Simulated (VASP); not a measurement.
**P: single point with PBEsol**

The system is P, a slab with vacuum.

```
P
1.0
     3.12785    0.00000    0.00000
     0.00000   36.00348    0.00000
     0.00000    0.00000    4.87374
P
4
Cartesian
  0.0000 35.0922 3.1784
  0.0000 0.9113 2.0002
  1.5639 0.9113 0.4367
  1.5639 35.0922 4.1322
```

This cell differs from its parent crystal: strained and its atoms moved.

| Item | Value |
| --- | --- |
| Program | VASP 6.6.1 |
| Task | single point |
| Functional | PBEsol |
| Potentials or basis | VASP PAW PBE potentials, release 64 (P) |
| Cutoff | 520 eV |
| k mesh | 8 × 1 × 6 |
| Occupations | gaussian, width 0.02 eV |
| Spin | no spin polarisation |
| Dipole correction | no |
| Further INCAR settings | ALGO = Normal; EDIFF = 1e-06; NBANDS = 18 |

```json
{"Largest force": "9.840 eV/Å", "Band gap on the k mesh": "0.48 eV (least direct gap 1.27 eV)"}
```

Forces on the atoms (eV/Å):
```
P    0.000 -0.959 -9.794
P    0.000  0.959 -1.351
P    0.000  0.959  1.351
P    0.000 -0.959  9.794
```

Levels at points of the mesh, in eV from the valence-band top:
```csv
k point,band 6,band 7,band 8,band 9,band 10,band 11,band 12,band 13,band 14,band 15
"(0.00, 0.00, 0.00)",-4.96,-4.86,-1.92,-1.75,-0.54,0.98,1.36,3.14,3.21,3.74
"(0.50, 0.00, 0.00)",-6.35,-3.45,-3.45,-2.37,-2.37,0.55,0.55,2.58,2.58,4.67
"(0.00, 0.00, 0.50)",-4.10,-2.48,-2.43,-2.14,-1.90,0.54,2.70,3.42,3.92,4.27
"(0.50, 0.00, 0.50)",-6.12,-4.58,-4.58,-1.22,-1.22,1.61,1.61,2.90,2.90,4.51
```

Wall time 2.5 min on 1 thread of Intel(R) Xeon(R) 6975P-C (Granite Rapids) (shared host), peak memory 0.57 GiB.

Caveat: the cell differs from its parent crystal (strained and its atoms moved); there is no dipole correction, which matters where the two faces differ; semilocal functionals underestimate gaps, and a narrow one can read as zero; the PAW data sets were made with another functional, which shifts forces and pressure a little.
